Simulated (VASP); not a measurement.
Wanted: the native input for a VASP 6.6.1 run.

```
Task                   : single point
Functional             : PBEsol
Potentials or basis    : VASP PAW PBE potentials, release 64 (In_d, Pd)
Cutoff                 : 520 eV
k mesh                 : 14 × 14 × 14
Occupations            : gaussian, width 0.15 eV
Spin                   : no spin polarisation
Dipole correction      : no
Further INCAR settings : ALGO = Fast; EDIFF = 1e-06; NBANDS = 18
```

The structure of InPd lies in POSCAR:

```
InPd
1.0
    3.3224374000      0.0000000000      0.0000000000
    0.0000000000      3.3224374000      0.0000000000
    0.0000000000      0.0000000000      3.0950110651
In Pd
1 1
Direct
    0.0000000000      0.0000000000      0.0000000000
    0.5000000000      0.5000000000      0.5000000000
```

This cell differs from its parent crystal: the cell strained.

The input as run:

INCAR

```
SYSTEM = InPd
  PREC = Accurate
  ENCUT = 520
  EDIFF = 1E-6
  ISMEAR = 0
  SIGMA = 0.15
  LREAL = .False.
  LASPH = .True.
  NELM = 60
  ALGO = Fast
  ISIF = 2
  LWAVE = .False.
  LCHARG = .False.
  GGA = PS
  NBANDS = 18
```

KPOINTS

```
Automatic mesh
0
Gamma
  14 14 14
  0 0 0
```

Potentials or basis: VASP PAW PBE potentials, release 64 (In_d, Pd).

Command:

```console
$ cat potpaw_PBE.64/In_d/POTCAR potpaw_PBE.64/Pd/POTCAR > POTCAR
$ mpirun -np 1 vasp_std > vasp.out
```

Results of the run:

The pressure is 0.5 GPa and the band gap on the k mesh is zero (an odd number of electrons rules out a gap without spin polarisation).

Caveat: the cell differs from its parent crystal (the cell strained); the PAW data sets were made with another functional, which shifts forces and pressure a little; spin-orbit coupling is left out, which moves the levels of the heavy elements.

Run time: 80 s on 1 thread of Intel(R) Xeon(R) 6975P-C (Granite Rapids), with other jobs on the host, peak memory 0.3 GiB.
